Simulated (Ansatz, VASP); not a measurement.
AlCu3 in VASP and in Ansatz

Contents of INCAR:

```
SYSTEM = AlCu3
PREC = Accurate
ENCUT = 520
EDIFF = 1E-6
ISMEAR = -1
SIGMA = 0.1
LREAL = .False.
LASPH = .True.
NELM = 100
ALGO = Normal
ISIF = 2
LWAVE = .False.
LCHARG = .True.
GGA = CA
LELF = .True.
LVHAR = .True.
NBANDS = 26
```

The input KPOINTS:

```
Automatic mesh
0
Gamma
  7 7 7
  0 0 0
```

POSCAR

```
AlCu3
1.0
    0.0000000000      2.8976057914      2.8976057914
    2.8976057914      0.0000000000      2.8976057914
    2.8976057914      2.8976057914      0.0000000000
Al Cu
1 3
Direct
    0.0000000000      0.0000000000      0.0000000000
    0.5000000000      0.5000000000      0.5000000000
    0.2500000000      0.2500000000      0.2500000000
    0.7500000000      0.7500000000      0.7500000000
```

Input for Ansatz:

```yaml
crystal:
  lattice:
    - [0.0, 2.8976057914146724, 2.8976057914146724]
    - [2.8976057914146724, 0.0, 2.8976057914146724]
    - [2.8976057914146724, 2.8976057914146724, 0.0]
  atoms:
    - { symbol: Al, position: [0.0, 0.0, 0.0] }
    - { symbol: Cu, position: [0.5, 0.5, 0.5] }
    - { symbol: Cu, position: [0.25, 0.25, 0.25] }
    - { symbol: Cu, position: [0.75, 0.75, 0.75] }
basis:
  ecutwfc: 571.4391111657479
kpoints:
  mp_grid:
    grid: [7, 7, 7]
hamiltonian:
  xc: lda
scf:
  occupations:
    method: fermi_dirac
    width: 0.1
output:
  stress: true
```

Alike in both runs: task single point; functional LDA; k mesh 7 × 7 × 7; occupations fermi-dirac, width 0.1 eV; no spin polarisation.

```csv
,VASP,Ansatz
version,VASP 6.6.1,Ansatz 0.2.0
potentials or method,"VASP PAW LDA potentials, release 64 (Al, Cu), cutoff 520 eV","plane waves, PAW"
valence electrons in the cell,36,60
```

|  | VASP | Ansatz | Ansatz less VASP |
| --- | --- | --- | --- |
| pressure (GPa) | -6.9 | -7.6 | -0.70 |

LDA's correlation is that of Perdew and Zunger in VASP and of Perdew and Wang (1992) in Ansatz. VASP's potentials hold 36 valence electrons a cell and Ansatz's 60, so a difference there can come from the potentials and not from the codes.
